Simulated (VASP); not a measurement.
Crystal: Ti.

```
CELL_PARAMETERS angstrom
4.60000 0.00000 0.00000
-2.30000 3.98372 0.00000
0.00000 0.00000 2.82000
ATOMIC_POSITIONS crystal
Ti 0.00000 0.00000 0.00000
Ti 0.33333 0.66667 0.50000
Ti 0.66667 0.33333 0.50000
```

This isn't the form of Ti at room conditions, which is hcp.

```yaml
Program: VASP 6.6.1
Task: relaxation of cell and atoms
Functional: PBEsol
Dispersion: D3(BJ)
Potentials_or_basis: VASP PAW PBE potentials, release 64 (Ti_sv)
Cutoff: 600 eV
k_mesh: 8 × 8 × 12
Occupations: methfessel-paxton, width 0.1 eV
Spin: no spin polarisation
```

At the start: pressure -10.8 GPa; volume 17.23 Å³/atom.

Question: Where does the relaxation end?

Answer: Over 8 steps the energy falls by 60.3 meV/atom and the volume is 15.58 Å³/atom (-9.5 %); space group P6/mmm (No. 191, to 0.1 Å) before and after.

The path:
| step | energy change (eV) | largest force (eV/Å) | pressure (GPa) | volume (Å³) |
| --- | --- | --- | --- | --- |
| 1 | 0.0000 | 0.0000 | -10.81 | 51.68 |
| 2 | -0.0768 | 0.0000 | 10.69 | 43.46 |
| 3 | -0.1798 | 0.0000 | -0.05 | 46.78 |
| 4 | -0.1798 | 0.0000 | 0.21 | 46.69 |
| 5 | -0.1809 | 0.0000 | 0.18 | 46.68 |
| 6 | -0.1809 | 0.0000 | 0.17 | 46.68 |
| 7 | -0.1810 | 0.0000 | -0.10 | 46.79 |
| 8 | -0.1810 | 0.0000 | 0.00 | 46.75 |

Final structure:
```cif
data_structure
_symmetry_space_group_name_H-M 'P 1'
_symmetry_Int_Tables_number 1
_cell_length_a 4.4312
_cell_length_b 4.4312
_cell_length_c 2.7490
_cell_angle_alpha 90.000
_cell_angle_beta 90.000
_cell_angle_gamma 120.000
_cell_volume 46.75
loop_
_atom_site_label
_atom_site_type_symbol
_atom_site_fract_x
_atom_site_fract_y
_atom_site_fract_z
_atom_site_occupancy
Ti1 Ti 0.00000 0.00000 0.00000 1
Ti2 Ti 0.33333 0.66667 0.50000 1
Ti3 Ti 0.66667 0.33333 0.50000 1
```

Caveat: the PAW data sets were made with another functional, which shifts forces and pressure a little.
